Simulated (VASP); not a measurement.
# CdS (F-43m) in VASP: further runs

CdS is run at these levels: PBEsol; tasks: single point, relaxation of the atoms.

Program: VASP 6.6.1. These are calculated values, not measurements. Logs are shortened: lines on timing, memory, paths and dates and some standing lists are left out, and cuts for length are marked.

**1. The cell of the first run**

The structure is cubic, space group F-43m (No. 216). The conventional cell has a = 5.886 Å, b = 5.886 Å, c = 5.886 Å, α = 90.00°, β = 90.00°, γ = 90.00°. Within 3.4 Å of Cd (site symmetry -43m) lie 4 S at 2.55 Å. S (site symmetry -43m) has 4 Cd at 2.55 Å within 3.4 Å.

**2. Single point, PBEsol**

The input, INCAR:

```
SYSTEM = CdS
PREC = Accurate ; ENCUT = 520
EDIFF = 1E-6 ; ISMEAR = -1
SIGMA = 0.03 ; LREAL = .FALSE.
LASPH = .TRUE. ; NELM = 60
ALGO = Normal ; ISIF = 2
LWAVE = .FALSE. ; LCHARG = .FALSE.
GGA = PS ; NBANDS = 16
```

The input, KPOINTS:

```
regular mesh
0
G
  8 8 8
  0 0 0
```

The input, POSCAR:

```
CdS
1.0
    0.0000000000      2.9429534649      2.9429534649
    2.9429534649      0.0000000000      2.9429534649
    2.9429534649      2.9429534649      0.0000000000
Cd S
1 1
Direct
    0.0000000000      0.0000000000      0.0000000000
    0.7500000000      0.7500000000      0.7500000000
```

Potentials or basis: VASP PAW PBE potentials, release 64 (Cd, S).

On the command line:

```
$ cat potpaw_PBE.64/Cd/POTCAR potpaw_PBE.64/S/POTCAR > POTCAR
$ mpirun -np 1 vasp_std > vasp.out
```

OUTCAR:

```text
SYSTEM = CdS
   PREC = Accurate
   ENCUT = 520
   EDIFF = 1E-6
   ISMEAR = -1
   LREAL = .FALSE.
   LASPH = .TRUE.
   NELM = 60
   ISIF = 2
   GGA = PS

 ion  position               nearest neighbor table
   1  0.000  0.000  0.000-   2 2.55   2 2.55   2 2.55   2 2.55
   2  0.750  0.750  0.750-   1 2.55   1 2.55   1 2.55   1 2.55

  LATTYP: Found a face centered cubic cell.
 ALAT       =     5.8859069298

  Lattice vectors:

 A1 = (   0.0000000000,   2.9429534649,   2.9429534649)
 A2 = (   2.9429534649,   0.0000000000,   2.9429534649)
 A3 = (   2.9429534649,   2.9429534649,   0.0000000000)

Analysis of symmetry for initial positions (statically):
=====================================================================
 Subroutine PRICEL returns:
 Original cell was already a primitive cell.

 Routine SETGRP: Setting up the symmetry group for a
 face centered cubic supercell.

 Subroutine GETGRP returns: Found 24 space group operations
 (whereof 24 operations were pure point group operations)
 out of a pool of 48 trial point group operations.

The static configuration has the point symmetry T_d .

Analysis of symmetry for dynamics (positions and initial velocities):
=====================================================================
 Subroutine PRICEL returns:
 Original cell was already a primitive cell.

 Routine SETGRP: Setting up the symmetry group for a
 face centered cubic supercell.

 Subroutine GETGRP returns: Found 24 space group operations
 (whereof 24 operations were pure point group operations)
 out of a pool of 48 trial point group operations.

The dynamic configuration has the point symmetry T_d .

 Subroutine INISYM returns: Found 24 space group operations
 (whereof 24 operations are pure point group operations),
 and found     1 'primitive' translations

----------------------------------------------------------------------------------------

                                     Primitive cell

  volume of cell :      50.9777

  direct lattice vectors                    reciprocal lattice vectors
     0.000000000  2.942953465  2.942953465    -0.169897352  0.169897352  0.169897352
     2.942953465  0.000000000  2.942953465     0.169897352 -0.169897352  0.169897352
     2.942953465  2.942953465  0.000000000     0.169897352  0.169897352 -0.169897352

  length of vectors
     4.161964703  4.161964703  4.161964703     0.294270845  0.294270845  0.294270845

  position of ions in fractional coordinates (direct lattice)
     0.000000000  0.000000000  0.000000000
     0.750000000  0.750000000  0.750000000

  ion indices of the primitive-cell ions
   primitive index   ion index
                 1           1
                 2           2

----------------------------------------------------------------------------------------

 KPOINTS: regular mesh

Automatic generation of k-mesh.
 Grid dimensions read from file:
 generate k-points for:    8    8    8

 Generating k-lattice:

  Cartesian coordinates                     Fractional coordinates (reciprocal lattice)
    -0.021237169  0.021237169  0.021237169     0.125000000  0.000000000  0.000000000
     0.021237169 -0.021237169  0.021237169     0.000000000  0.125000000  0.000000000
     0.021237169  0.021237169 -0.021237169     0.000000000  0.000000000  0.125000000

  Length of vectors
     0.036783856  0.036783856  0.036783856

  Shift w.r.t. Gamma in fractional coordinates (k-lattice)
     0.000000000  0.000000000  0.000000000

 Subroutine IBZKPT returns following result:
 ===========================================

 Found     29 irreducible k-points:

 Following reciprocal coordinates:
            Coordinates               Weight
  0.000000  0.000000  0.000000      1.000000
  0.125000  0.000000  0.000000      8.000000
  0.250000  0.000000  0.000000      8.000000
  0.375000  0.000000  0.000000      8.000000
  0.500000  0.000000  0.000000      4.000000
  0.125000  0.125000  0.000000      6.000000
[... 16 lines left out ...]
  0.500000  0.250000  0.125000     48.000000
 -0.375000  0.250000  0.125000     24.000000
 [... further k-points ...]
   k-points           NKPTS =     29   k-points in BZ     NKDIM =     29   number of bands    NBANDS=     16
   number of dos      NEDOS =    301   number of ions     NIONS =      2
   total plane-waves  NPLWV =  32768
   dimension x,y,z NGX =    32 NGY =   32 NGZ =   32
   dimension x,y,z NGXF=    64 NGYF=   64 NGZF=   64
   ions per type =               1   1
   NGX,Y,Z   is equivalent  to a cutoff of  12.78, 12.78, 12.78 a.u.
   NGXF,Y,Z  is equivalent  to a cutoff of  25.56, 25.56, 25.56 a.u.
 SYSTEM =  CdS
   PREC   = accura    normal or accurate (medium, high low for compatibility)
   ISTART =      0    job   : 0-new  1-cont  2-samecut
   ICHARG =      2    charge: 1-file 2-atom 10-const
   ISPIN  =      1    spin polarized calculation?
   LNONCOLLINEAR =      F non collinear calculations
   LSORBIT =      F    spin-orbit coupling
   LASPH  =      T    aspherical Exc in radial PAW
   ENCUT  =  520.0 eV  38.22 Ry    6.18 a.u.   7.74  7.74  7.74*2*pi/ulx,y,z
   NELM   =     60;   NELMIN=  2; NELMDL= -5     # of ELM steps
   EDIFF  = 0.1E-05   stopping-criterion for ELM
   LREAL  =      F    real-space projection
   EDIFFG = 0.1E-04   stopping-criterion for IOM
   NSW    =      0    number of steps for IOM
   IBRION =     -1    ionic relax: 0-MD 1-quasi-New 2-CG
   NFREE  =      0    steps in history (QN), initial steepest desc. (CG)
   ISIF   =      2    stress and relaxation
   ISYM   =      2    0-nonsym 1-usesym 2-fastsym
   POTIM  = 0.5000    time-step for ionic-motion
   TEBEG  =    0.0;   TEEND  =   0.0 temperature during run
   PSTRESS=    0.0 pullay stress
   NELECT =      18.0000    total number of electrons
   NUPDOWN=      -1.0000    fix difference up-down
   EMIN   =  10.00;   EMAX   =-10.00  energy-range for DOS
   EFERMI =   0.00;   METHOD = LEGACY
   ISMEAR =    -1;   SIGMA  =   0.03  broadening in eV -4-tet -1-fermi 0-gaus
   EFERMI_NEDOS =   21; number of points for ismear=-14 and -15
   IALGO  =     38    algorithm
   IMIX   =      4    mixing-type and parameters
     AMIX     =   0.40;   BMIX     =  1.00
     AMIX_MAG =   1.60;   BMIX_MAG =  1.00
  volume/ion in A,a.u.               =      25.49       172.01
  Fermi-wavevector in a.u.,A,eV,Ry     =   1.157104  2.186609 18.216690  1.338889
  Thomas-Fermi vector in A             =   2.293718
   LORBIT       =      0    0 simple, 1 ext, 2 COOP (PROOUT), +10 PAW based schemes
   GGA     = PS    functional components
   LHFCALC =     F    Hartree Fock is set to
   AEXX    =    0.0000 exact exchange contribution
   IVDW    =     0    specifies the selected vdW correction
   LEPSILON=     F    determine dielectric tensor
   LRPA    =     F    only Hartree local field effects (RPA)
 non-spin polarized calculation
  energy-cutoff  :      520.00
  volume of cell :       50.98
 maximum number of plane-waves:      1387
   NGX = 15   NGY = 15   NGZ = 15

 number of electron      18.0000005 magnetization

 Free energy of the ion-electron system (eV)
  ---------------------------------------------------
  ext. energy  EPLUGINS =         0.00000000
  ---------------------------------------------------
  free energy    TOTEN  =        -6.80790490 eV

  energy without entropy =       -6.80790489  energy(sigma->0) =       -6.80790490

 E-fermi :   1.4759     XC(G=0):  -9.2514

 val. band max:        0.9831762837   @ k =   0.0000   0.0000   0.0000
 cond. band min:       1.9344267598   @ k =   0.0000   0.0000   0.0000
 fundamental gap:      0.9512504761
 Fermi energy:         1.4758896229

 k-point     1 :       0.0000    0.0000    0.0000
  band No.  band energies     occupation
      1     -11.2369      2.00000
      2      -6.6487      2.00000
      3      -6.6487      2.00000
      4      -6.6487      2.00000
      5      -6.1969      2.00000
      6      -6.1969      2.00000
[... 8 lines left out ...]
     15      12.3860      0.00000
     16      12.3860      0.00000

 k-point     2 :       0.1250    0.0000    0.0000
  band No.  band energies     occupation
      1     -11.1768      2.00000
      2      -6.6275      2.00000
      3      -6.6275      2.00000
      4      -6.5973      2.00000
      5      -6.1979      2.00000
      6      -6.1979      2.00000
[... 8 lines left out ...]
     15      11.7611      0.00000
     16      12.6573      0.00000

 k-point     3 :       0.2500    0.0000    0.0000
  band No.  band energies     occupation
      1     -11.0307      2.00000
      2      -6.5815      2.00000
      3      -6.5815      2.00000
      4      -6.4134      2.00000
      5      -6.1930      2.00000
      6      -6.1930      2.00000
[... 8 lines left out ...]
     15      11.5165      0.00000
     16      12.0294      0.00000

 k-point     4 :       0.3750    0.0000    0.0000
  band No.  band energies     occupation
      1     -10.8843      2.00000
      2      -6.5461      2.00000
      3      -6.5461      2.00000
      4      -6.1744      2.00000
      5      -6.1744      2.00000
      6      -6.0784      2.00000
[... 8 lines left out ...]
     15      12.3613      0.00000
     16      12.3613      0.00000

 k-point     5 :       0.5000    0.0000    0.0000
  band No.  band energies     occupation
      1     -10.8241      2.00000
      2      -6.5352      2.00000
      3      -6.5352      2.00000
      4      -6.1618      2.00000
      5      -6.1618      2.00000
      6      -5.8395      2.00000
[... 8 lines left out ...]
     15      13.4241      0.00000
     16      13.4241      0.00000

 k-point     6 :       0.1250    0.1250    0.0000
  band No.  band energies     occupation
      1     -11.1569      2.00000
      2      -6.6071      2.00000
      3      -6.6071      2.00000
      4      -6.6068      2.00000
      5      -6.2122      2.00000
      6      -6.1850      2.00000
[... 8 lines left out ...]
     15      12.4914      0.00000
     16      13.2658      0.00000
[... 267 lines left out ...]
 k-point    21 :       0.5000    0.5000    0.0000
  band No.  band energies     occupation
      1     -10.6966      2.00000
      2      -6.4449      2.00000
      3      -6.3207      2.00000
      4      -6.3207      2.00000
      5      -6.1151      2.00000
      6      -5.7782      2.00000
[... 8 lines left out ...]
     15      13.3228      0.00000
     16      14.3658      0.00000

 k-point    22 :       0.3750    0.2500    0.1250
  band No.  band energies     occupation
      1     -10.9233      2.00000
      2      -6.5322      2.00000
      3      -6.5077      2.00000
      4      -6.3505      2.00000
      5      -6.1898      2.00000
      6      -6.1397      2.00000
[... 8 lines left out ...]
     15      12.8769      0.00000
     16      14.6009      0.00000

 k-point    23 :       0.5000    0.2500    0.1250
  band No.  band energies     occupation
      1     -10.8082      2.00000
      2      -6.4988      2.00000
      3      -6.4741      2.00000
      4      -6.2586      2.00000
      5      -6.1655      2.00000
      6      -5.9196      2.00000
[... 8 lines left out ...]
     15      13.5781      0.00000
     16      13.9589      0.00000

 k-point    24 :      -0.3750    0.2500    0.1250
  band No.  band energies     occupation
      1     -10.7612      2.00000
      2      -6.4944      2.00000
      3      -6.4582      2.00000
      4      -6.2215      2.00000
      5      -6.1720      2.00000
      6      -5.7315      2.00000
[... 8 lines left out ...]
     15      13.0966      0.00000
     16      14.0140      0.00000

 [... further k-points ...]
[... 5 lines left out ...]
  --------------------------------------------------------------------------------------
  -------------------------------------------------------------------------------------
  Total       -0.4641955     -0.4641955     -0.4641955     -0.0000000      0.0000000      0.0000000
  in kB      -14.5891948    -14.5891948    -14.5891948     -0.0000000      0.0000000      0.0000000
  external PRESSURE =     -14.5891948 kB  Pullay stress =       0.0000000 kB

 VOLUME and BASIS-vectors are now :
 -----------------------------------------------------------------------------
  energy-cutoff  :      520.00
  volume of cell :       50.98
      direct lattice vectors                 reciprocal lattice vectors
     0.000000000  2.942953465  2.942953465    -0.169897352  0.169897352  0.169897352
     2.942953465  0.000000000  2.942953465     0.169897352 -0.169897352  0.169897352
     2.942953465  2.942953465  0.000000000     0.169897352  0.169897352 -0.169897352

 POSITION                                       TOTAL-FORCE (eV/Angst)
 -----------------------------------------------------------------------------------
      0.00000      0.00000      0.00000         0.000000      0.000000      0.000000
      4.41443      4.41443      4.41443        -0.000000     -0.000000     -0.000000
 -----------------------------------------------------------------------------------
    total drift:                                0.000000      0.000000      0.000000

  FREE ENERGIE OF THE ION-ELECTRON SYSTEM (eV)
  ---------------------------------------------------
  free  energy   TOTEN  =        -6.8079048956 eV

  energy  without entropy=       -6.8079048947  energy(sigma->0) =       -6.80790490
```

It took 36 s on 1 thread of Intel Xeon 8259CL, shared host; peak memory 0.18 GiB.

Results:

```yaml
Free_energy: -6.8079 eV
Pressure: -1.5 GPa
Band_gap_on_the_k_mesh: 0.95 eV, direct
```

Caveat: the PAW data sets were made with another functional, which shifts forces and pressure a little.

**3. Relaxation of the atoms, PBEsol**

This run uses another cell than the first one, of 14.02 Å³/atom, 0.550 times its volume.

The input, INCAR:

```
PREC = Accurate
ENCUT = 520
EDIFF = 1E-6
ISMEAR = -1
SIGMA = 0.03
LREAL = False
LASPH = True
NELM = 80
ALGO = Normal
ISIF = 2
LWAVE = False
LCHARG = False
GGA = PS
IBRION = 2
NSW = 50
EDIFFG = -0.01
```

The input, KPOINTS:

```
Automatic mesh
0
Gamma
  8 8 8
```

The input, POSCAR:

```
CdS
1.0
    0.0000000000      2.4112243722      2.4112243722
    2.4112243722      0.0000000000      2.4112243722
    2.4112243722      2.4112243722      0.0000000000
Cd S
1 1
Direct
    0.0000000000      0.0000000000      0.0000000000
    0.7500000000      0.7500000000      0.7500000000
```

Potentials or basis: VASP PAW PBE potentials, release 64 (Cd, S).

On the command line:

```
$ cat potpaw_PBE.64/Cd/POTCAR potpaw_PBE.64/S/POTCAR > POTCAR
$ mpirun -np 1 vasp_std > vasp.out
```

Wall time 23 s (1 thread of Intel Xeon 8259CL, shared host); peak memory 0.16 GiB.

The run converged. Its results:

* Free energy: -1.6010 eV
* Pressure after relaxing: 131.1 GPa
* Band gap on the k mesh: 1.76 eV, direct

Final structure:
```xyz
2
Lattice="0.0000 2.4112 2.4112 2.4112 0.0000 2.4112 2.4112 2.4112 0.0000" Properties=species:S:1:pos:R:3 pbc="T T T"
Cd    0.0000    0.0000    0.0000
S     3.6168    3.6168    3.6168
```

Levels at points of the mesh, in eV from the valence-band top:
```csv
k point,band 6,band 7,band 8,band 9,band 10,band 11,band 12,band 13
"(0.00, 0.00, 0.00)",-10.68,0.00,0.00,0.00,1.76,5.32,5.32,5.32
"(0.50, 0.00, 0.00)",-9.96,-9.14,-2.08,-2.08,2.85,6.05,6.05,8.12
"(0.50, 0.50, 0.00)",-9.55,-7.30,-4.96,-4.96,1.99,3.42,11.46,12.48
```

Caveat: the relaxation stopped at its first step, so nothing moved; the PAW data sets were made with another functional, which shifts forces and pressure a little. A k mesh can miss the band edges.

**4. Relaxation of the atoms, PBEsol**

This run uses another cell than the first one, of 16.57 Å³/atom, 0.650 times its volume.

The input, INCAR:

```
SYSTEM = CdS
PREC = Accurate
ENCUT = 520
EDIFF = 1E-6
ISMEAR = -1
SIGMA = 0.03
LREAL = .FALSE.
LASPH = .TRUE.
NELM = 100
ALGO = Normal
ISIF = 2
LWAVE = .FALSE.
LCHARG = .FALSE.
GGA = PS
IBRION = 2
NSW = 50
EDIFFG = -0.01
```

The input, KPOINTS:

```
regular mesh
0
G
  8 8 8
  0 0 0
```

The input, POSCAR:

```
CdS
1.0
    0.0000000000      2.5493013765      2.5493013765
    2.5493013765      0.0000000000      2.5493013765
    2.5493013765      2.5493013765      0.0000000000
Cd S
1 1
Direct
    0.0000000000      0.0000000000      0.0000000000
    0.7500000000      0.7500000000      0.7500000000
```

On the command line:

```
$ cat potpaw_PBE.64/Cd/POTCAR potpaw_PBE.64/S/POTCAR > POTCAR
$ mpirun -np 1 vasp_std > vasp.out
```

Run time: 23 s. Hardware: 1 thread of Intel Xeon 8259CL, shared host; peak memory 0.16 GiB.

The run converged. Its results:

```
Free energy             : -4.5652 eV
Pressure after relaxing : 63.3 GPa
Band gap on the k mesh  : 1.66 eV, direct
```

Final structure:
```xyz
2
Lattice="0.0000 2.5493 2.5493 2.5493 0.0000 2.5493 2.5493 2.5493 0.0000" Properties=species:S:1:pos:R:3 pbc="T T T"
Cd    0.0000    0.0000    0.0000
S     3.8240    3.8240    3.8240
```

Levels at points of the mesh, in eV from the valence-band top:
```csv
k point,band 6,band 7,band 8,band 9,band 10,band 11,band 12,band 13
"(0.00, 0.00, 0.00)",-9.20,0.00,0.00,0.00,1.66,5.85,5.85,5.85
"(0.50, 0.00, 0.00)",-8.39,-7.70,-1.59,-1.59,3.07,6.47,6.47,8.07
"(0.50, 0.50, 0.00)",-8.29,-6.17,-3.84,-3.84,2.45,3.95,11.29,11.96
```

Caveat: the relaxation stopped at its first step, so nothing moved; the PAW data sets were made with another functional, which shifts forces and pressure a little. Expect the measured gap to be larger: semilocal functionals such as PBEsol lack the derivative discontinuity.

**5. Summary**

```tsv
task	cell	gap on the mesh (eV)	pressure (GPa)
single point	a = 4.162 Å, angles 60.0°, 2 atoms	0.95	-1.5
relaxation of the atoms	atoms relaxed from a = 3.410 Å, angles 60.0°, 2 atoms	1.76	131.1
relaxation of the atoms	atoms relaxed from a = 3.605 Å, angles 60.0°, 2 atoms	1.66	63.3
```

Alike in all rows: level PBEsol; potentials or basis VASP PAW PBE potentials, release 64 (Cd, S); no spin polarisation; k mesh 8 × 8 × 8; cutoff (eV) 520; smearing fermi-dirac 0.03 eV.

Caveats: the PAW data sets were made with another functional, which shifts forces and pressure a little; the relaxation stopped at its first step, so nothing moved (some runs).

Absolute energies hang on the potentials; compare differences alone.
